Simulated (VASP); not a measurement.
Write the native input for VASP 6.6.1 that does the following.

- Task: single point
- Functional: PBE
- Potentials or basis: VASP PAW PBE potentials, release 64 (B, Al, P, In_d, Sb, Tl_d)
- Cutoff: 520 eV
- k mesh: 3 × 3 × 3
- Occupations: gaussian, width 0.1 eV
- Spin: no spin polarisation
- Dipole correction: no
- Further INCAR settings: LREAL = Auto; ALGO = Normal; EDIFF = 1e-06; NBANDS = 61; ISYM = 0

The structure of AlTl2InB4Sb4P4 lies in POSCAR:

```
AlTl2InB4Sb4P4
1.0
   -5.5704839276      5.5779608088     -0.0729209888
   -5.5926726610     -0.0960324829      5.4815041102
    0.1472402066      5.6521760449      5.5338518021
B Al P In Sb Tl
4 1 4 1 4 2
Direct
    0.4947290083      0.9670601110      0.0132172816
    0.9954253366      0.4997887960      0.0301006354
    0.4964616433      0.5292254566      0.0016084334
    0.9993257271      0.5211773460      0.4515244867
    0.0193380152      0.9830540246      0.0239548323
    0.8872324618      0.8176644904      0.3716637814
    0.3826304867      0.8886764027      0.3042066443
    0.9046894621      0.4135993052      0.3368767749
    0.3918976101      0.8425334271      0.9174172498
    0.5175887926      0.5180278919      0.4943276896
    0.8533860932      0.8521646809      0.9099696038
    0.3513172262      0.4063248414      0.3458391188
    0.8685897351      0.3986732604      0.8793154418
    0.3634699245      0.3719253088      0.9139498359
    0.9906159414      0.0111825046      0.4814220975
    0.4889766327      0.9756179055      0.5145350716
```

The input as run:

INCAR

```
ALGO = Normal
EDIFF = 1E-6
ENCUT = 520
GGA = PE
ISIF = 2
ISMEAR = 0
ISYM = 0
LASPH = T
LCHARG = F
LREAL = Auto
LWAVE = F
NBANDS = 61
NELM = 100
PREC = Accurate
SIGMA = 0.1
```

KPOINTS

```
k-points
0
Gamma
  3 3 3
```

Potentials or basis: VASP PAW PBE potentials, release 64 (B, Al, P, In_d, Sb, Tl_d).

Launch:

```console
$ cat potpaw_PBE.64/B/POTCAR potpaw_PBE.64/Al/POTCAR potpaw_PBE.64/P/POTCAR potpaw_PBE.64/In_d/POTCAR potpaw_PBE.64/Sb/POTCAR potpaw_PBE.64/Tl_d/POTCAR > POTCAR
$ mpirun -np 1 vasp_std > vasp.out
```

Results of the run:

- Pressure: 0.0 GPa
- Largest force: 0.057 eV/Å
- Band gap on the k mesh: 0.02 eV (least direct gap 0.15 eV)

Caveat: the smearing spreads over this small gap; spin-orbit coupling is left out, which moves the levels of the heavy elements.

Wall time 13 min on 1 thread of Intel Xeon 8259CL (shared host), peak memory 0.63 GiB.
